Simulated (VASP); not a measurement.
# GaN (I4/mmm) in VASP: notebook

Runs on GaN. Level: r2SCAN. Tasks: single point.

Program: VASP 6.6.1. These are calculated values, not measurements. Logs are shortened: lines on timing, memory, paths and dates and some standing lists are left out, and cuts for length are marked.

### 1 The cell of the first run

Symmetry: I4/mmm, No. 139, tetragonal system. The conventional cell has a = 3.486 Å, b = 3.486 Å, c = 3.204 Å, α = 90.00°, β = 90.00°, γ = 90.00°. Ga (site symmetry 4/mmm) has 2 N at 1.60 Å within 2.1 Å. Within 2.1 Å of N (site symmetry 4/mmm) lie 2 Ga at 1.60 Å.

### 2 Single point, r2SCAN

The input, POSCAR:

```
GaN
1.0
    0.0000000000      2.4649487501      1.6022166876
    2.4649487501      0.0000000000      1.6022166876
    2.4649487501      2.4649487501      0.0000000000
Ga N
1 1
Direct
    0.0000000000      0.0000000000      0.0000000000
    0.5000000000      0.5000000000      0.5000000000
```

The input, INCAR.step1:

```
  PREC = Accurate
  ENCUT = 520
  ISMEAR = 0
  SIGMA = 0.05
  LREAL = False
  LASPH = True
  NELM = 100
  NBANDS = 16
  GGA = PE
  ALGO = Normal
  EDIFF = 1E-4
  LWAVE = True
  LCHARG = False
```

The input, INCAR.step2:

```
  PREC = Accurate
  ENCUT = 520
  EDIFF = 1E-6
  ISMEAR = 0
  SIGMA = 0.05
  LREAL = False
  LASPH = True
  NELM = 100
  ALGO = Normal
  ISIF = 2
  LWAVE = False
  LCHARG = True
  METAGGA = R2SCAN
  LMIXTAU = True
  LELF = True
  LVHAR = True
  NBANDS = 16
  ISTART = 1
```

The input, KPOINTS:

```
regular mesh
0
Gamma
  12 12 12
```

Potentials or basis: VASP PAW PBE potentials, release 64 (Ga_d, N).

The run is started by

```
cat potpaw_PBE.64/Ga_d/POTCAR potpaw_PBE.64/N/POTCAR > POTCAR
cp INCAR.step1 INCAR
mpirun -np 1 vasp_std > vasp.out
cp INCAR.step2 INCAR
mpirun -np 1 vasp_std > vasp.out
```

OUTCAR:

```text
PREC = Accurate
   ENCUT = 520
   EDIFF = 1E-6
   ISMEAR = 0
   LREAL = False
   LASPH = True
   NELM = 100
   ISIF = 2
   METAGGA = R2SCAN
   ISTART = 1

 ion  position               nearest neighbor table
   1  0.000  0.000  0.000-   2 1.60   2 1.60
   2  0.500  0.500  0.500-   1 1.60   1 1.60

  LATTYP: Found a body centered tetragonal cell.
 ALAT       =     3.4859639529
 C/A-ratio  =     0.9192388156

  Lattice vectors:

 A1 = (   0.0000000000,  -2.4649487501,  -1.6022166876)
 A2 = (   0.0000000000,   2.4649487501,  -1.6022166876)
 A3 = (   2.4649487501,   0.0000000000,   1.6022166876)

Analysis of symmetry for initial positions (statically):
=====================================================================
 Subroutine PRICEL returns:
 Original cell was already a primitive cell.

 Routine SETGRP: Setting up the symmetry group for a
 body centered tetragonal supercell.

 Subroutine GETGRP returns: Found 16 space group operations
 (whereof 16 operations were pure point group operations)
 out of a pool of 16 trial point group operations.

The static configuration has the point symmetry D_4h.

Analysis of symmetry for dynamics (positions and initial velocities):
=====================================================================
 Subroutine PRICEL returns:
 Original cell was already a primitive cell.

 Routine SETGRP: Setting up the symmetry group for a
 body centered tetragonal supercell.

 Subroutine GETGRP returns: Found 16 space group operations
 (whereof 16 operations were pure point group operations)
 out of a pool of 16 trial point group operations.

The dynamic configuration has the point symmetry D_4h.

 Subroutine INISYM returns: Found 16 space group operations
 (whereof 16 operations are pure point group operations),
 and found     1 'primitive' translations

----------------------------------------------------------------------------------------

                                     Primitive cell

  volume of cell :      19.4700

  direct lattice vectors                    reciprocal lattice vectors
     0.000000000  2.464948750  1.602216688    -0.202843974  0.202843974  0.312067652
     2.464948750  0.000000000  1.602216688     0.202843974 -0.202843974  0.312067652
     2.464948750  2.464948750  0.000000000     0.202843974  0.202843974 -0.312067652

  length of vectors
     2.939909974  2.939909974  3.485963953     0.423883917  0.423883917  0.423883917

  position of ions in fractional coordinates (direct lattice)
     0.000000000  0.000000000  0.000000000
     0.500000000  0.500000000  0.500000000

  ion indices of the primitive-cell ions
   primitive index   ion index
                 1           1
                 2           2

----------------------------------------------------------------------------------------

 KPOINTS: regular mesh

Automatic generation of k-mesh.
 Grid dimensions read from file:
 generate k-points for:   12   12   12

 Generating k-lattice:

  Cartesian coordinates                     Fractional coordinates (reciprocal lattice)
    -0.016903664  0.016903664  0.026005638     0.083333333  0.000000000  0.000000000
     0.016903664 -0.016903664  0.026005638     0.000000000  0.083333333  0.000000000
     0.016903664  0.016903664 -0.026005638     0.000000000  0.000000000  0.083333333

  Length of vectors
     0.035323660  0.035323660  0.035323660

  Shift w.r.t. Gamma in fractional coordinates (k-lattice)
     0.000000000  0.000000000  0.000000000

 Subroutine IBZKPT returns following result:
 ===========================================

 Found    163 irreducible k-points:

 Following reciprocal coordinates:
            Coordinates               Weight
  0.000000  0.000000  0.000000      1.000000
  0.083333  0.000000  0.000000      8.000000
  0.166667 -0.000000  0.000000      8.000000
  0.250000  0.000000  0.000000      8.000000
  0.333333 -0.000000  0.000000      8.000000
  0.416667 -0.000000  0.000000      8.000000
[... 16 lines left out ...]
  0.500000  0.166667  0.000000      8.000000
 -0.416667  0.166667  0.000000      8.000000
 [... further k-points ...]
   k-points           NKPTS =    163   k-points in BZ     NKDIM =    163   number of bands    NBANDS=     16
   number of dos      NEDOS =    301   number of ions     NIONS =      2
   total plane-waves  NPLWV =  16128
   dimension x,y,z NGX =    24 NGY =   24 NGZ =   28
   dimension x,y,z NGXF=    48 NGYF=   48 NGZF=   56
   ions per type =               1   1
   NGX,Y,Z   is equivalent  to a cutoff of  13.57, 13.57, 13.35 a.u.
   NGXF,Y,Z  is equivalent  to a cutoff of  27.14, 27.14, 26.71 a.u.
 SYSTEM =  unknown system
   PREC   = accura    normal or accurate (medium, high low for compatibility)
   ISTART =      1    job   : 0-new  1-cont  2-samecut
   ICHARG =      0    charge: 1-file 2-atom 10-const
   ISPIN  =      1    spin polarized calculation?
   LNONCOLLINEAR =      F non collinear calculations
   LSORBIT =      F    spin-orbit coupling
   LASPH  =      T    aspherical Exc in radial PAW
   ENCUT  =  520.0 eV  38.22 Ry    6.18 a.u.   5.47  5.47  6.48*2*pi/ulx,y,z
   NELM   =    100;   NELMIN=  2; NELMDL=  0     # of ELM steps
   EDIFF  = 0.1E-05   stopping-criterion for ELM
   LREAL  =      F    real-space projection
   EDIFFG = 0.1E-04   stopping-criterion for IOM
   NSW    =      0    number of steps for IOM
   IBRION =     -1    ionic relax: 0-MD 1-quasi-New 2-CG
   NFREE  =      0    steps in history (QN), initial steepest desc. (CG)
   ISIF   =      2    stress and relaxation
   ISYM   =      2    0-nonsym 1-usesym 2-fastsym
   POTIM  = 0.5000    time-step for ionic-motion
   TEBEG  =    0.0;   TEEND  =   0.0 temperature during run
   PSTRESS=    0.0 pullay stress
   NELECT =      18.0000    total number of electrons
   NUPDOWN=      -1.0000    fix difference up-down
   EMIN   =  10.00;   EMAX   =-10.00  energy-range for DOS
   EFERMI =   0.00;   METHOD = LEGACY
   ISMEAR =     0;   SIGMA  =   0.05  broadening in eV -4-tet -1-fermi 0-gaus
   EFERMI_NEDOS =   21; number of points for ismear=-14 and -15
   IALGO  =     38    algorithm
   IMIX   =      4    mixing-type and parameters
     AMIX     =   0.40;   BMIX     =  1.00
     AMIX_MAG =   1.60;   BMIX_MAG =  1.00
  volume/ion in A,a.u.               =       9.74        65.70
  Fermi-wavevector in a.u.,A,eV,Ry     =   1.594814  3.013761 34.605481  2.543431
  Thomas-Fermi vector in A             =   2.692830
   LORBIT       =      0    0 simple, 1 ext, 2 COOP (PROOUT), +10 PAW based schemes
   METAGGA = R2SCAN    functional components
   LHFCALC =     F    Hartree Fock is set to
   AEXX    =    0.0000 exact exchange contribution
   IVDW    =     0    specifies the selected vdW correction
   LEPSILON=     F    determine dielectric tensor
   LRPA    =     F    only Hartree local field effects (RPA)
 non-spin polarized calculation
 Gauss-broadening in eV      SIGMA  =   0.05
  energy-cutoff  :      520.00
  volume of cell :       19.47
 maximum number of plane-waves:       539
 NGX is ok and might be reduce to    24
   NGX = 11   NGY = 11   NGZ = 13

 number of electron      18.0000000 magnetization

 Free energy of the ion-electron system (eV)
  ---------------------------------------------------
  ext. energy  EPLUGINS =         0.00000000
  ---------------------------------------------------
  free energy    TOTEN  =       -18.73860361 eV

  energy without entropy =      -18.73860361  energy(sigma->0) =      -18.73860361

 E-fermi :   7.1837     XC(G=0): -13.6094

 val. band max:        6.8855813593   @ k =   0.5000   0.0000   0.0000
 cond. band min:      10.7139896575   @ k =   0.5000   0.5000   0.0000
 fundamental gap:      3.8284082983
 Fermi energy:         7.1836602765

 k-point     1 :       0.0000    0.0000    0.0000
  band No.  band energies     occupation
      1     -12.3469      2.00000
      2      -7.5723      2.00000
      3      -7.4775      2.00000
      4      -7.4773      2.00000
      5      -7.3310      2.00000
      6      -6.7090      2.00000
[... 8 lines left out ...]
     15      24.1164      0.00000
     16      26.9044      0.00000

 k-point     2 :       0.0833    0.0000    0.0000
  band No.  band energies     occupation
      1     -12.2120      2.00000
      2      -7.5696      2.00000
      3      -7.4888      2.00000
      4      -7.4815      2.00000
      5      -7.3362      2.00000
      6      -6.7452      2.00000
[... 8 lines left out ...]
     15      25.3447      0.00000
     16      25.4394      0.00000

 k-point     3 :       0.1667   -0.0000    0.0000
  band No.  band energies     occupation
      1     -11.8154      2.00000
      2      -7.6001      2.00000
      3      -7.5306      2.00000
      4      -7.4535      2.00000
      5      -7.3479      2.00000
      6      -6.8486      2.00000
[... 8 lines left out ...]
     15      25.8960      0.00000
     16      27.9642      0.00000

 k-point     4 :       0.2500    0.0000    0.0000
  band No.  band energies     occupation
      1     -11.1846      2.00000
      2      -7.6701      2.00000
      3      -7.6104      2.00000
      4      -7.3852      2.00000
      5      -7.3591      2.00000
      6      -7.0228      2.00000
[... 8 lines left out ...]
     15      26.5159      0.00000
     16      31.0764      0.00000
[... 324 lines left out ...]
 k-point    22 :       0.4167    0.1667    0.0000
  band No.  band energies     occupation
      1      -9.4088      2.00000
      2      -7.7166      2.00000
      3      -7.7029      2.00000
      4      -7.5506      2.00000
      5      -7.4194      2.00000
      6      -7.2712      2.00000
[... 8 lines left out ...]
     15      28.6014      0.00000
     16      32.3491      0.00000

 k-point    23 :       0.5000    0.1667    0.0000
  band No.  band energies     occupation
      1     -10.0182      2.00000
      2      -7.6877      2.00000
      3      -7.6551      2.00000
      4      -7.4174      2.00000
      5      -7.2336      2.00000
      6      -6.5470      2.00000
[... 8 lines left out ...]
     15      29.8436      0.00000
     16      31.9712      0.00000

 k-point    24 :      -0.4167    0.1667    0.0000
  band No.  band energies     occupation
      1     -10.6167      2.00000
      2      -7.6470      2.00000
      3      -7.6043      2.00000
      4      -7.3953      2.00000
      5      -7.2411      2.00000
      6      -5.9409      2.00000
[... 8 lines left out ...]
     15      29.3483      0.00000
     16      31.6091      0.00000

 [... further k-points ...]
[... 5 lines left out ...]
  --------------------------------------------------------------------------------------
  -------------------------------------------------------------------------------------
  Total        1.7232958      1.7232958     25.1805529      0.0000000     -0.0000000     -0.0000000
  in kB      141.8088622    141.8088622   2072.0909296      0.0000000     -0.0000000     -0.0000000
  external PRESSURE =     785.2362180 kB  Pullay stress =       0.0000000 kB

 VOLUME and BASIS-vectors are now :
 -----------------------------------------------------------------------------
  energy-cutoff  :      520.00
  volume of cell :       19.47
      direct lattice vectors                 reciprocal lattice vectors
     0.000000000  2.464948750  1.602216688    -0.202843974  0.202843974  0.312067652
     2.464948750  0.000000000  1.602216688     0.202843974 -0.202843974  0.312067652
     2.464948750  2.464948750  0.000000000     0.202843974  0.202843974 -0.312067652

 POSITION                                       TOTAL-FORCE (eV/Angst)
 -----------------------------------------------------------------------------------
      0.00000      0.00000      0.00000        -0.000000     -0.000000      0.000000
      2.46495      2.46495      1.60222         0.000000      0.000000      0.000000
 -----------------------------------------------------------------------------------
    total drift:                                0.000000     -0.000000     -0.000000

  FREE ENERGIE OF THE ION-ELECTRON SYSTEM (eV)
  ---------------------------------------------------
  free  energy   TOTEN  =       -18.7386036107 eV

  energy  without entropy=      -18.7386036107  energy(sigma->0) =      -18.73860361
```

Wall time 6 min (1 thread of Intel Xeon 8259CL, shared host); peak memory 0.19 GiB.

What came out:

| Quantity | Value |
| --- | --- |
| Free energy | -18.7386 eV |
| Pressure | 78.5 GPa |
| Band gap on the k mesh | 3.83 eV (least direct gap 4.00 eV) |

Stress tensor (GPa, compression positive):
```
 14.18   0.00   0.00
  0.00  14.18   0.00
  0.00   0.00 207.21
```

Levels at points of the mesh, in eV from the valence-band top:
| k point | band 7 | band 8 | band 9 | band 10 | band 11 | band 12 |
| --- | --- | --- | --- | --- | --- | --- |
| (0.00, 0.00, 0.00) | -3.28 | -0.12 | -0.12 | 4.19 | 13.62 | 13.62 |
| (0.50, 0.00, 0.00) | -7.77 | -0.66 | 0.00 | 4.00 | 6.83 | 11.96 |
| (0.50, 0.50, 0.00) | -5.87 | -4.84 | -4.84 | 3.83 | 6.04 | 13.81 |
| (0.50, 0.00, 0.50) | -7.36 | -4.42 | -0.04 | 5.25 | 10.93 | 12.43 |

Caveat: the stress differs along the axes, from 14 to 207 GPa; the PAW data sets were made with another functional, which shifts forces and pressure a little. A k mesh can miss the band edges.

(Continued in part 2 of 2.)
